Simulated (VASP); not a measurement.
# KCl (Pm-3m) in VASP: single point with PBEsol

Aim: the single point of KCl with PBEsol.

Program: VASP 6.6.1. These are calculated values, not measurements. Logs are shortened: lines on timing, memory, paths and dates and some standing lists are left out, and cuts for length are marked.

**1. The cell of the first run**

It takes space group Pm-3m (No. 221, cubic). The conventional cell has a = 3.839 Å, b = 3.839 Å, c = 3.839 Å, α = 90.00°, β = 90.00°, γ = 90.00°. Within 4.4 Å of K (site symmetry m-3m) lie 8 Cl at 3.32 Å and 6 K at 3.84 Å. Within 4.4 Å of Cl (site symmetry m-3m) lie 8 K at 3.32 Å and 6 Cl at 3.84 Å.

**2. Single point, PBEsol**

INCAR reads:

```
PREC = Accurate ; ENCUT = 520
EDIFF = 1E-7 ; ISMEAR = 0
SIGMA = 0.05 ; LREAL = F
LASPH = T ; NELM = 60
ALGO = Normal ; ISIF = 2
LWAVE = F ; LCHARG = F
GGA = PS ; NBANDS = 15
```

KPOINTS reads:

```
regular mesh
0
Gamma
  6 6 6
```

POSCAR reads:

```
KCl
1.0
    3.8391960000      0.0000000000      0.0000000000
    0.0000000000      3.8391960000      0.0000000000
    0.0000000000      0.0000000000      3.8391960000
K Cl
1 1
Direct
    0.0000000000      0.0000000000      0.0000000000
    0.5000000000      0.5000000000      0.5000000000
```

Potentials or basis: VASP PAW PBE potentials, release 64 (K_sv, Cl).

The run is started by

```console
cat potpaw_PBE.64/K_sv/POTCAR potpaw_PBE.64/Cl/POTCAR > POTCAR
mpirun -np 1 vasp_std > vasp.out
```

OUTCAR:

```text
PREC = Accurate
   ENCUT = 520
   EDIFF = 1E-7
   ISMEAR = 0
   LREAL = F
   LASPH = T
   NELM = 60
   ISIF = 2
   GGA = PS

 ion  position               nearest neighbor table
   1  0.000  0.000  0.000-
   2  0.500  0.500  0.500-

  LATTYP: Found a simple cubic cell.
 ALAT       =     3.8391960000

  Lattice vectors:

 A1 = (   3.8391960000,   0.0000000000,   0.0000000000)
 A2 = (   0.0000000000,   3.8391960000,   0.0000000000)
 A3 = (   0.0000000000,   0.0000000000,   3.8391960000)

Analysis of symmetry for initial positions (statically):
=====================================================================
 Subroutine PRICEL returns:
 Original cell was already a primitive cell.

 Routine SETGRP: Setting up the symmetry group for a
 simple cubic supercell.

 Subroutine GETGRP returns: Found 48 space group operations
 (whereof 48 operations were pure point group operations)
 out of a pool of 48 trial point group operations.

The static configuration has the point symmetry O_h .

Analysis of symmetry for dynamics (positions and initial velocities):
=====================================================================
 Subroutine PRICEL returns:
 Original cell was already a primitive cell.

 Routine SETGRP: Setting up the symmetry group for a
 simple cubic supercell.

 Subroutine GETGRP returns: Found 48 space group operations
 (whereof 48 operations were pure point group operations)
 out of a pool of 48 trial point group operations.

The dynamic configuration has the point symmetry O_h .

 Subroutine INISYM returns: Found 48 space group operations
 (whereof 48 operations are pure point group operations),
 and found     1 'primitive' translations

----------------------------------------------------------------------------------------

                                     Primitive cell

  volume of cell :      56.5875

  direct lattice vectors                    reciprocal lattice vectors
     3.839196000  0.000000000  0.000000000     0.260471203  0.000000000  0.000000000
     0.000000000  3.839196000  0.000000000     0.000000000  0.260471203  0.000000000
     0.000000000  0.000000000  3.839196000     0.000000000  0.000000000  0.260471203

  length of vectors
     3.839196000  3.839196000  3.839196000     0.260471203  0.260471203  0.260471203

  position of ions in fractional coordinates (direct lattice)
     0.000000000  0.000000000  0.000000000
     0.500000000  0.500000000  0.500000000

  ion indices of the primitive-cell ions
   primitive index   ion index
                 1           1
                 2           2

----------------------------------------------------------------------------------------

 KPOINTS: regular mesh

Automatic generation of k-mesh.
 Grid dimensions read from file:
 generate k-points for:    6    6    6

 Generating k-lattice:

  Cartesian coordinates                     Fractional coordinates (reciprocal lattice)
     0.043411867  0.000000000  0.000000000     0.166666667  0.000000000  0.000000000
     0.000000000  0.043411867  0.000000000     0.000000000  0.166666667  0.000000000
     0.000000000  0.000000000  0.043411867     0.000000000  0.000000000  0.166666667

  Length of vectors
     0.043411867  0.043411867  0.043411867

  Shift w.r.t. Gamma in fractional coordinates (k-lattice)
     0.000000000  0.000000000  0.000000000

 Subroutine IBZKPT returns following result:
 ===========================================

 Found     20 irreducible k-points:

 Following reciprocal coordinates:
            Coordinates               Weight
  0.000000  0.000000  0.000000      1.000000
  0.166667  0.000000  0.000000      6.000000
  0.333333  0.000000  0.000000      6.000000
  0.500000  0.000000  0.000000      3.000000
  0.166667  0.166667  0.000000     12.000000
  0.333333  0.166667  0.000000     24.000000
[... 12 lines left out ...]
  0.500000  0.500000  0.333333      6.000000
  0.500000  0.500000  0.500000      1.000000
   k-points           NKPTS =     20   k-points in BZ     NKDIM =     20   number of bands    NBANDS=     15
   number of dos      NEDOS =    301   number of ions     NIONS =      2
   total plane-waves  NPLWV =  27000
   dimension x,y,z NGX =    30 NGY =   30 NGZ =   30
   dimension x,y,z NGXF=    60 NGYF=   60 NGZF=   60
   ions per type =               1   1
   NGX,Y,Z   is equivalent  to a cutoff of  12.99, 12.99, 12.99 a.u.
   NGXF,Y,Z  is equivalent  to a cutoff of  25.98, 25.98, 25.98 a.u.
 SYSTEM =  unknown system
   PREC   = accura    normal or accurate (medium, high low for compatibility)
   ISTART =      0    job   : 0-new  1-cont  2-samecut
   ICHARG =      2    charge: 1-file 2-atom 10-const
   ISPIN  =      1    spin polarized calculation?
   LNONCOLLINEAR =      F non collinear calculations
   LSORBIT =      F    spin-orbit coupling
   LASPH  =      T    aspherical Exc in radial PAW
   ENCUT  =  520.0 eV  38.22 Ry    6.18 a.u.   7.14  7.14  7.14*2*pi/ulx,y,z
   NELM   =     60;   NELMIN=  2; NELMDL= -5     # of ELM steps
   EDIFF  = 0.1E-06   stopping-criterion for ELM
   LREAL  =      F    real-space projection
   EDIFFG = 0.1E-05   stopping-criterion for IOM
   NSW    =      0    number of steps for IOM
   IBRION =     -1    ionic relax: 0-MD 1-quasi-New 2-CG
   NFREE  =      0    steps in history (QN), initial steepest desc. (CG)
   ISIF   =      2    stress and relaxation
   ISYM   =      2    0-nonsym 1-usesym 2-fastsym
   POTIM  = 0.5000    time-step for ionic-motion
   TEBEG  =    0.0;   TEEND  =   0.0 temperature during run
   PSTRESS=    0.0 pullay stress
   NELECT =      16.0000    total number of electrons
   NUPDOWN=      -1.0000    fix difference up-down
   EMIN   =  10.00;   EMAX   =-10.00  energy-range for DOS
   EFERMI =   0.00;   METHOD = LEGACY
   ISMEAR =     0;   SIGMA  =   0.05  broadening in eV -4-tet -1-fermi 0-gaus
   EFERMI_NEDOS =   21; number of points for ismear=-14 and -15
   IALGO  =     38    algorithm
   IMIX   =      4    mixing-type and parameters
     AMIX     =   0.40;   BMIX     =  1.00
     AMIX_MAG =   1.60;   BMIX_MAG =  1.00
  volume/ion in A,a.u.               =      28.29       190.94
  Fermi-wavevector in a.u.,A,eV,Ry     =   1.074504  2.030517 15.708715  1.154558
  Thomas-Fermi vector in A             =   2.210334
   LORBIT       =      0    0 simple, 1 ext, 2 COOP (PROOUT), +10 PAW based schemes
   GGA     = PS    functional components
   LHFCALC =     F    Hartree Fock is set to
   AEXX    =    0.0000 exact exchange contribution
   IVDW    =     0    specifies the selected vdW correction
   LEPSILON=     F    determine dielectric tensor
   LRPA    =     F    only Hartree local field effects (RPA)
 non-spin polarized calculation
 Gauss-broadening in eV      SIGMA  =   0.05
  energy-cutoff  :      520.00
  volume of cell :       56.59
 maximum number of plane-waves:      1568
 NGX is ok and might be reduce to    30
   NGX = 15   NGY = 15   NGZ = 15

 number of electron      16.0000007 magnetization

 Free energy of the ion-electron system (eV)
  ---------------------------------------------------
  ext. energy  EPLUGINS =         0.00000000
  ---------------------------------------------------
  free energy    TOTEN  =        -6.89622238 eV

  energy without entropy =       -6.89622238  energy(sigma->0) =       -6.89622238

 E-fermi :  -0.5861     XC(G=0):  -8.2660

 val. band max:       -0.9028193669   @ k =   0.5000   0.5000   0.0000
 cond. band min:       3.7159174209   @ k =   0.0000   0.0000   0.0000
 fundamental gap:      4.6187367878
 Fermi energy:        -0.5860961898

 k-point     1 :       0.0000    0.0000    0.0000
  band No.  band energies     occupation
      1     -28.7947      2.00000
      2     -13.4520      2.00000
      3     -12.2446      2.00000
      4     -12.2446      2.00000
      5     -12.2446      2.00000
      6      -1.1108      2.00000
      7      -1.1108      2.00000
      8      -1.1108      2.00000
      9       3.7159      0.00000
     10       5.5439      0.00000
     11       5.5439      0.00000
     12       9.7236      0.00000
     13       9.7236      0.00000
     14       9.7236      0.00000
     15      12.6809      0.00000

 k-point     2 :       0.1667    0.0000    0.0000
  band No.  band energies     occupation
      1     -28.7898      2.00000
      2     -13.4918      2.00000
      3     -12.2367      2.00000
      4     -12.2367      2.00000
      5     -12.2143      2.00000
      6      -1.6032      2.00000
      7      -1.1123      2.00000
      8      -1.1123      2.00000
      9       4.3350      0.00000
     10       5.7709      0.00000
     11       6.0830      0.00000
     12       9.6159      0.00000
     13       9.6159      0.00000
     14       9.8527      0.00000
     15      11.6821      0.00000

 k-point     3 :       0.3333    0.0000    0.0000
  band No.  band energies     occupation
      1     -28.7800      2.00000
      2     -13.5743      2.00000
      3     -12.2210      2.00000
      4     -12.2210      2.00000
      5     -12.1457      2.00000
      6      -2.3789      2.00000
      7      -1.1162      2.00000
      8      -1.1162      2.00000
      9       5.6178      0.00000
     10       6.3917      0.00000
     11       7.0781      0.00000
     12       9.5162      0.00000
     13       9.5162      0.00000
     14      10.0144      0.00000
     15      10.1518      0.00000
[... 271 lines left out ...]
 k-point    19 :       0.5000    0.5000    0.3333
  band No.  band energies     occupation
      1     -28.7438      2.00000
      2     -13.0799      2.00000
      3     -12.4317      2.00000
      4     -12.4317      2.00000
      5     -12.3619      2.00000
      6      -2.2112      2.00000
      7      -2.2112      2.00000
      8      -1.9552      2.00000
      9       6.8441      0.00000
     10       7.7472      0.00000
     11       7.7472      0.00000
     12       8.2810      0.00000
     13       9.2629      0.00000
     14       9.2629      0.00000
     15      11.3454      0.00000

 k-point    20 :       0.5000    0.5000    0.5000
  band No.  band energies     occupation
      1     -28.7395      2.00000
      2     -13.0438      2.00000
      3     -12.4179      2.00000
      4     -12.4179      2.00000
      5     -12.4179      2.00000
      6      -2.2423      2.00000
      7      -2.2423      2.00000
      8      -2.2423      2.00000
      9       7.7469      0.00000
     10       7.7469      0.00000
     11       7.7469      0.00000
     12       8.9229      0.00000
     13       8.9229      0.00000
     14       8.9229      0.00000
     15      11.3737      0.00000

------------------------ aborting loop because EDIFF is reached ----------------------------------------

  FORCE on cell =-STRESS in cart. coord.  units (eV):
  Direction    XX          YY          ZZ          XY          YZ          ZX
  --------------------------------------------------------------------------------------
  -------------------------------------------------------------------------------------
  Total       -0.5016015     -0.5016015     -0.5016015     -0.0000000      0.0000000     -0.0000000
  in kB      -14.2019675    -14.2019675    -14.2019675     -0.0000000      0.0000000     -0.0000000
  external PRESSURE =     -14.2019675 kB  Pullay stress =       0.0000000 kB

 VOLUME and BASIS-vectors are now :
 -----------------------------------------------------------------------------
  energy-cutoff  :      520.00
  volume of cell :       56.59
      direct lattice vectors                 reciprocal lattice vectors
     3.839196000  0.000000000  0.000000000     0.260471203  0.000000000  0.000000000
     0.000000000  3.839196000  0.000000000     0.000000000  0.260471203  0.000000000
     0.000000000  0.000000000  3.839196000     0.000000000  0.000000000  0.260471203

 POSITION                                       TOTAL-FORCE (eV/Angst)
 -----------------------------------------------------------------------------------
      0.00000      0.00000      0.00000         0.000000      0.000000      0.000000
      1.91960      1.91960      1.91960         0.000000      0.000000      0.000000
 -----------------------------------------------------------------------------------
    total drift:                                0.000000      0.000000     -0.000000

  FREE ENERGIE OF THE ION-ELECTRON SYSTEM (eV)
  ---------------------------------------------------
  free  energy   TOTEN  =        -6.8962223805 eV

  energy  without entropy=       -6.8962223805  energy(sigma->0) =       -6.89622238
```

Wall time 14 s (1 thread of Intel Xeon Platinum 8488C (Sapphire Rapids), shared host); peak memory 0.17 GiB.

Results:

```yaml
Free_energy: -6.8962 eV
Pressure: -1.4 GPa
Band_gap_on_the_k_mesh: 4.62 eV, indirect (least direct gap 4.83 eV)
```

Levels at points of the mesh, in eV from the valence-band top:
```
           k point  band 5  band 6  band 7  band 8  band 9  band 10  band 11  band 12
(0.00, 0.00, 0.00)  -11.34   -0.21   -0.21   -0.21    4.62     6.45     6.45    10.63
(0.50, 0.00, 0.00)  -11.20   -1.80   -0.22   -0.22    7.52     7.82     8.13     9.98
(0.50, 0.50, 0.00)  -11.29   -1.22   -1.22    0.00    6.05     7.15     8.87     8.87
(0.50, 0.50, 0.50)  -11.52   -1.34   -1.34   -1.34    8.65     8.65     8.65     9.83
```

Caveat: the PAW data sets were made with another functional, which shifts forces and pressure a little. A k mesh can miss the band edges.
